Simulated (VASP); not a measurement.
# CdSe (F-43m) in VASP: a series of runs, part 2 of 3

VASP 6.6.1. Earlier steps stand in the parts before.

## Step 3: Single point, PBE (strain -4.8%)

Contents of INCAR:

```
SYSTEM = CdSe
PREC = Accurate
ENCUT = 500
EDIFF = 1E-6
ISMEAR = -1
SIGMA = 0.02
LREAL = .False.
LASPH = .True.
NELM = 120
ALGO = Normal
ISIF = 2
LWAVE = .False.
LCHARG = .False.
GGA = PE
NBANDS = 16
GGA_COMPAT = .False.
```

Contents of KPOINTS:

```
regular mesh
0
Gamma
  8 8 8
  0 0 0
```

Contents of POSCAR:

```
CdSe
1.0
    0.0000000000      2.9202404386      2.9202404386
    2.9202404386      0.0000000000      2.9202404386
    2.9202404386      2.9202404386      0.0000000000
Cd Se
1 1
Direct
    0.0000000000      0.0000000000      0.0000000000
    0.7500000000      0.7500000000      0.7500000000
```

Potentials or basis: VASP PAW PBE potentials, release 64 (Cd, Se).

Launch:

```bash
cat potpaw_PBE.64/Cd/POTCAR potpaw_PBE.64/Se/POTCAR > POTCAR
mpirun -np 1 vasp_std > vasp.out
```

OUTCAR:

```text
SYSTEM = CdSe
   PREC = Accurate
   ENCUT = 500
   EDIFF = 1E-6
   ISMEAR = -1
   LREAL = .False.
   LASPH = .True.
   NELM = 120
   ISIF = 2
   GGA = PE

 ion  position               nearest neighbor table
   1  0.000  0.000  0.000-   2 2.53   2 2.53   2 2.53   2 2.53
   2  0.750  0.750  0.750-   1 2.53   1 2.53   1 2.53   1 2.53

  LATTYP: Found a face centered cubic cell.
 ALAT       =     5.8404808772

  Lattice vectors:

 A1 = (   0.0000000000,   2.9202404386,   2.9202404386)
 A2 = (   2.9202404386,   0.0000000000,   2.9202404386)
 A3 = (   2.9202404386,   2.9202404386,   0.0000000000)

Analysis of symmetry for initial positions (statically):
=====================================================================
 Subroutine PRICEL returns:
 Original cell was already a primitive cell.

 Routine SETGRP: Setting up the symmetry group for a
 face centered cubic supercell.

 Subroutine GETGRP returns: Found 24 space group operations
 (whereof 24 operations were pure point group operations)
 out of a pool of 48 trial point group operations.

The static configuration has the point symmetry T_d .

Analysis of symmetry for dynamics (positions and initial velocities):
=====================================================================
 Subroutine PRICEL returns:
 Original cell was already a primitive cell.

 Routine SETGRP: Setting up the symmetry group for a
 face centered cubic supercell.

 Subroutine GETGRP returns: Found 24 space group operations
 (whereof 24 operations were pure point group operations)
 out of a pool of 48 trial point group operations.

The dynamic configuration has the point symmetry T_d .

 Subroutine INISYM returns: Found 24 space group operations
 (whereof 24 operations are pure point group operations),
 and found     1 'primitive' translations

----------------------------------------------------------------------------------------

                                     Primitive cell

  volume of cell :      49.8065

  direct lattice vectors                    reciprocal lattice vectors
     0.000000000  2.920240439  2.920240439    -0.171218778  0.171218778  0.171218778
     2.920240439  0.000000000  2.920240439     0.171218778 -0.171218778  0.171218778
     2.920240439  2.920240439  0.000000000     0.171218778  0.171218778 -0.171218778

  length of vectors
     4.129843634  4.129843634  4.129843634     0.296559623  0.296559623  0.296559623

  position of ions in fractional coordinates (direct lattice)
     0.000000000  0.000000000  0.000000000
     0.750000000  0.750000000  0.750000000

  ion indices of the primitive-cell ions
   primitive index   ion index
                 1           1
                 2           2

----------------------------------------------------------------------------------------

 KPOINTS: regular mesh

Automatic generation of k-mesh.
 Grid dimensions read from file:
 generate k-points for:    8    8    8

 Generating k-lattice:

  Cartesian coordinates                     Fractional coordinates (reciprocal lattice)
    -0.021402347  0.021402347  0.021402347     0.125000000  0.000000000  0.000000000
     0.021402347 -0.021402347  0.021402347     0.000000000  0.125000000  0.000000000
     0.021402347  0.021402347 -0.021402347     0.000000000  0.000000000  0.125000000

  Length of vectors
     0.037069953  0.037069953  0.037069953

  Shift w.r.t. Gamma in fractional coordinates (k-lattice)
     0.000000000  0.000000000  0.000000000

 Subroutine IBZKPT returns following result:
 ===========================================

 Found     29 irreducible k-points:

 Following reciprocal coordinates:
            Coordinates               Weight
  0.000000  0.000000  0.000000      1.000000
  0.125000  0.000000  0.000000      8.000000
  0.250000  0.000000  0.000000      8.000000
  0.375000  0.000000  0.000000      8.000000
  0.500000  0.000000  0.000000      4.000000
  0.125000  0.125000  0.000000      6.000000
[... 16 lines left out ...]
  0.500000  0.250000  0.125000     48.000000
 -0.375000  0.250000  0.125000     24.000000
 [... further k-points ...]
   k-points           NKPTS =     29   k-points in BZ     NKDIM =     29   number of bands    NBANDS=     16
   number of dos      NEDOS =    301   number of ions     NIONS =      2
   total plane-waves  NPLWV =  27000
   dimension x,y,z NGX =    30 NGY =   30 NGZ =   30
   dimension x,y,z NGXF=    60 NGYF=   60 NGZF=   60
   ions per type =               1   1
   NGX,Y,Z   is equivalent  to a cutoff of  12.08, 12.08, 12.08 a.u.
   NGXF,Y,Z  is equivalent  to a cutoff of  24.15, 24.15, 24.15 a.u.
 SYSTEM =  CdSe
   PREC   = accura    normal or accurate (medium, high low for compatibility)
   ISTART =      0    job   : 0-new  1-cont  2-samecut
   ICHARG =      2    charge: 1-file 2-atom 10-const
   ISPIN  =      1    spin polarized calculation?
   LNONCOLLINEAR =      F non collinear calculations
   LSORBIT =      F    spin-orbit coupling
   LASPH  =      T    aspherical Exc in radial PAW
   ENCUT  =  500.0 eV  36.75 Ry    6.06 a.u.   7.53  7.53  7.53*2*pi/ulx,y,z
   NELM   =    120;   NELMIN=  2; NELMDL= -5     # of ELM steps
   EDIFF  = 0.1E-05   stopping-criterion for ELM
   LREAL  =      F    real-space projection
[... 7 lines left out ...]
   TEBEG  =    0.0;   TEEND  =   0.0 temperature during run
   PSTRESS=    0.0 pullay stress
   NELECT =      18.0000    total number of electrons
   NUPDOWN=      -1.0000    fix difference up-down
   EMIN   =  10.00;   EMAX   =-10.00  energy-range for DOS
   EFERMI =   0.00;   METHOD = LEGACY
   ISMEAR =    -1;   SIGMA  =   0.02  broadening in eV -4-tet -1-fermi 0-gaus
   EFERMI_NEDOS =   21; number of points for ismear=-14 and -15
   IALGO  =     38    algorithm
   IMIX   =      4    mixing-type and parameters
     AMIX     =   0.40;   BMIX     =  1.00
     AMIX_MAG =   1.60;   BMIX_MAG =  1.00
  volume/ion in A,a.u.               =      24.90       168.06
  Fermi-wavevector in a.u.,A,eV,Ry     =   1.166103  2.203616 18.501163  1.359797
  Thomas-Fermi vector in A             =   2.302621
   LORBIT       =      0    0 simple, 1 ext, 2 COOP (PROOUT), +10 PAW based schemes
   GGA     = PE    functional components
   LHFCALC =     F    Hartree Fock is set to
   AEXX    =    0.0000 exact exchange contribution
   IVDW    =     0    specifies the selected vdW correction
   LEPSILON=     F    determine dielectric tensor
   LRPA    =     F    only Hartree local field effects (RPA)
 non-spin polarized calculation
  energy-cutoff  :      500.00
  volume of cell :       49.81
 maximum number of plane-waves:      1283
   NGX = 15   NGY = 15   NGZ = 15

 number of electron      18.0000001 magnetization

 Free energy of the ion-electron system (eV)
  ---------------------------------------------------
  ext. energy  EPLUGINS =         0.00000000
  ---------------------------------------------------
  free energy    TOTEN  =        -5.17010985 eV

  energy without entropy =       -5.17010985  energy(sigma->0) =       -5.17010985

 E-fermi :   2.3836     XC(G=0):  -9.4536

 val. band max:        2.0002012052   @ k =   0.0000   0.0000   0.0000
 cond. band min:       2.8579764410   @ k =   0.0000   0.0000   0.0000
 fundamental gap:      0.8577752358
 Fermi energy:         2.3836332522

 k-point     1 :       0.0000    0.0000    0.0000
  band No.  band energies     occupation
      1     -11.3665      2.00000
      2      -6.4418      2.00000
      3      -6.4418      2.00000
      4      -6.4418      2.00000
      5      -5.9182      2.00000
      6      -5.9182      2.00000
[... 8 lines left out ...]
     15      13.3696      0.00000
     16      13.3696      0.00000

 k-point     2 :       0.1250    0.0000    0.0000
  band No.  band energies     occupation
      1     -11.2961      2.00000
      2      -6.4181      2.00000
      3      -6.4181      2.00000
      4      -6.3892      2.00000
      5      -5.9199      2.00000
      6      -5.9199      2.00000
[... 8 lines left out ...]
     15      12.4815      0.00000
     16      12.9091      0.00000
[... 387 lines left out ...]
      5      -5.8889      2.00000
      6      -5.6278      2.00000
[... 8 lines left out ...]
     15      14.4114      0.00000
     16      15.0092      0.00000

 k-point    24 :      -0.3750    0.2500    0.1250
  band No.  band energies     occupation
      1     -10.7994      2.00000
      2      -6.2674      2.00000
      3      -6.2286      2.00000
      4      -5.9514      2.00000
      5      -5.8970      2.00000
      6      -5.3983      2.00000
[... 8 lines left out ...]
     15      14.0012      0.00000
     16      15.0996      0.00000

 [... further k-points ...]
[... 5 lines left out ...]
  --------------------------------------------------------------------------------------
  -------------------------------------------------------------------------------------
  Total        3.9091269      3.9091269      3.9091269     -0.0000000      0.0000000     -0.0000000
  in kB      125.7489943    125.7489943    125.7489943     -0.0000000      0.0000000     -0.0000000
  external PRESSURE =     125.7489943 kB  Pullay stress =       0.0000000 kB

 VOLUME and BASIS-vectors are now :
 -----------------------------------------------------------------------------
  energy-cutoff  :      500.00
  volume of cell :       49.81
      direct lattice vectors                 reciprocal lattice vectors
     0.000000000  2.920240439  2.920240439    -0.171218778  0.171218778  0.171218778
     2.920240439  0.000000000  2.920240439     0.171218778 -0.171218778  0.171218778
     2.920240439  2.920240439  0.000000000     0.171218778  0.171218778 -0.171218778

 POSITION                                       TOTAL-FORCE (eV/Angst)
 -----------------------------------------------------------------------------------
      0.00000      0.00000      0.00000        -0.000000     -0.000000     -0.000000
      4.38036      4.38036      4.38036         0.000000      0.000000      0.000000
 -----------------------------------------------------------------------------------
    total drift:                               -0.000000     -0.000000     -0.000000

  FREE ENERGIE OF THE ION-ELECTRON SYSTEM (eV)
  ---------------------------------------------------
  free  energy   TOTEN  =        -5.1701098484 eV

  energy  without entropy=       -5.1701098484  energy(sigma->0) =       -5.17010985
```

Run time: 8.8 s. Hardware: 1 thread of AMD EPYC 9R45 (Zen 5), shared host; peak memory 0.15 GiB.

Results:

```yaml
Free_energy: -5.1701 eV
Pressure: 12.6 GPa
Band_gap_on_the_k_mesh: 0.86 eV
```

Levels at points of the mesh, in eV from the valence-band top:
| k point | band 7 | band 8 | band 9 | band 10 | band 11 | band 12 |
| --- | --- | --- | --- | --- | --- | --- |
| (0.00, 0.00, 0.00) | 0.00 | 0.00 | 0.00 | 0.86 | 5.90 | 5.90 |
| (0.50, 0.00, 0.00) | -5.17 | -0.94 | -0.94 | 2.53 | 6.44 | 6.44 |
| (0.50, 0.50, 0.00) | -4.67 | -2.31 | -2.31 | 2.88 | 3.82 | 9.75 |

Caveat: the cell differs from its parent crystal (strain -4.8%); the cell stands under pressure.

(Continued in part 3 of 3.)
